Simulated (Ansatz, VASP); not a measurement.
**Si2Ni in VASP and in Ansatz**

```
CELL_PARAMETERS angstrom
0.00000 2.70300 2.70300
2.70300 0.00000 2.70300
2.70300 2.70300 0.00000
ATOMIC_POSITIONS crystal
Si 0.25000 0.25000 0.25000
Si 0.75000 0.75000 0.75000
Ni 0.00000 0.00000 0.00000
```

Alike in both runs: task relaxation of cell and atoms; functional PBEsol; k mesh 12 × 12 × 12; occupations gaussian, width 0.05 eV; no spin polarisation.

|  | VASP | Ansatz |
| --- | --- | --- |
| version | VASP 6.6.1 | Ansatz 0.2.0 |
| potentials or method | VASP PAW PBE potentials, release 64 (Si, Ni) | scalar-relativistic, plane waves, PAW |
| plane-wave cutoff (eV) | 600 | 420 |
| valence electrons in the cell | 18 | 26 |

Ansatz gave:

- gap on the k mesh at the Fermi level, each at its own relaxed structure (eV): none
- relaxed volume (Å³/atom): 13.03
- relaxed cell length with the largest relative difference (Å): 3.810

**Question.** What did VASP give for the same quantities?

**Answer.** gap on the k mesh at the Fermi level, each at its own relaxed structure (eV): none; relaxed volume (Å³/atom): 13.04; relaxed cell length with the largest relative difference (Å): 3.811.

VASP's potentials were made for PBE, not for PBEsol. A gap of «none» marks a metal or a gap that the smearing closes. VASP's potentials hold 18 valence electrons a cell and Ansatz's 26, so a difference there can come from the potentials and not from the codes.
